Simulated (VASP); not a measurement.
# AlGa3N2: single point with PBE

AlGa3N2:

```
Al Ga N
1.0
     3.22036    0.00000    0.00000
    -1.61018    2.78892    0.00000
     0.00000    0.00000    9.35713
Al Ga N
1 3 2
Cartesian
  0.0000 1.8593 2.3833
  0.0000 0.0000 9.1454
  1.6102 0.9296 4.9271
  0.0000 0.0000 6.6454
  0.0000 1.8593 0.4900
  1.6102 0.9296 2.9549
```

```
Program                : VASP 6.6.1
Task                   : single point
Functional             : PBE
Potentials or basis    : VASP PAW PBE potentials, release 64 (Al, Ga_d, N)
Cutoff                 : 520 eV
k mesh                 : 12 × 12 × 4
Occupations            : gaussian, width 0.1 eV
Spin                   : no spin polarisation
Dipole correction      : no
Further INCAR settings : ALGO = Normal; EDIFF = 1e-07; NBANDS = 35
```

- Pressure: 0.0 GPa
- Largest force: 0.020 eV/Å
- Band gap on the k mesh: zero (bands 26 and 27 overlap by 2.95 eV)

Forces in eV/Å, atoms in the order of the input:
```
Al   0.000  0.000 -0.007
Ga   0.000  0.000 -0.004
Ga   0.000  0.000  0.005
Ga   0.000  0.000  0.009
N    0.000  0.000  0.017
N    0.000  0.000 -0.020
```

Levels at points of the mesh, in eV from the Fermi level:
```
           k point  band 24  band 25  band 26  band 27  band 28  band 29
(0.00, 0.00, 0.00)    -2.57    -2.57    -0.87     2.45     3.40     6.26
(0.50, 0.00, 0.00)    -4.29    -3.70    -2.55    -0.08     2.44     2.65
(0.00, 0.00, 0.50)    -2.57    -2.57     0.82     1.22     3.58     6.18
(0.50, 0.00, 0.50)    -4.41    -3.71    -2.17     0.51     1.85     2.07
```

Wall time 2.9 min on 1 thread of Intel(R) Xeon(R) Platinum 8259CL CPU @ 2.50GHz (Skylake/Cascade Lake) (shared host), peak memory 0.3 GiB.
